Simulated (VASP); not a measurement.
The system is Ta.

```xyz
2
Lattice="0.0000 2.8999 2.8999 2.8999 0.0000 2.8999 2.8999 2.8999 0.0000" Properties=species:S:1:pos:R:3 pbc="T T T"
Ta    0.7250    0.7250    0.7250
Ta    5.0748    5.0748    5.0748
```

| Quantity | Value |
| --- | --- |
| Program | VASP 6.6.1 |
| Task | relaxation of cell and atoms |
| Functional | r2SCAN |
| Potentials or basis | VASP PAW PBE potentials, release 64 (Ta_pv) |
| Cutoff | 600 eV |
| k mesh | 9 × 9 × 9 |
| Occupations | fermi-dirac, width 0.1 eV |
| Spin | no spin polarisation |

At the start: pressure 11.8 GPa; volume 24.39 Å³/atom.

Task: How do energy, volume and symmetry change on relaxing?

Result: Over 16 steps the energy falls by 118.8 meV/atom and the volume is 27.92 Å³/atom (+14.5 %); space group Fd-3m (No. 227, to 0.05 Å).

Step by step:
| step | energy change (eV) | largest force (eV/Å) | pressure (GPa) | volume (Å³) |
| --- | --- | --- | --- | --- |
| 1 | 0.0000 | 0.0000 | 11.77 | 48.77 |
| 2 | -0.0898 | 0.0000 | -6.58 | 62.54 |
| 3 | -0.2376 | 0.0000 | -0.15 | 55.97 |
| 4 | -0.2376 | 0.0000 | 0.09 | 55.82 |
| 5 | -0.2376 | 0.0000 | 0.10 | 55.82 |
| 6 | -0.2376 | 0.0000 | 0.09 | 55.82 |
| 7 | -0.2376 | 0.0000 | 0.09 | 55.82 |
| 8 | -0.2376 | 0.0000 | 0.09 | 55.82 |
| 9 | -0.2376 | 0.0000 | 0.09 | 55.82 |
| 10 | -0.2376 | 0.0000 | 0.09 | 55.82 |
| 11 | -0.2376 | 0.0000 | 0.09 | 55.82 |
| 12 | -0.2376 | 0.0000 | 0.09 | 55.83 |
| 13 | -0.2376 | 0.0000 | 0.09 | 55.83 |
| 14 | -0.2376 | 0.0000 | 0.08 | 55.83 |
| 15 | -0.2376 | 0.0000 | 0.07 | 55.84 |
| 16 | -0.2376 | 0.0000 | 0.06 | 55.85 |

Final structure:
```
Ta
1.0
     0.00000    3.03385    3.03385
     3.03385    0.00000    3.03385
     3.03385    3.03385    0.00000
Ta
2
Direct
  0.12500 0.12500 0.12500
  0.87500 0.87500 0.87500
```

Caveat: the PAW data sets were made with another functional, which shifts forces and pressure a little.
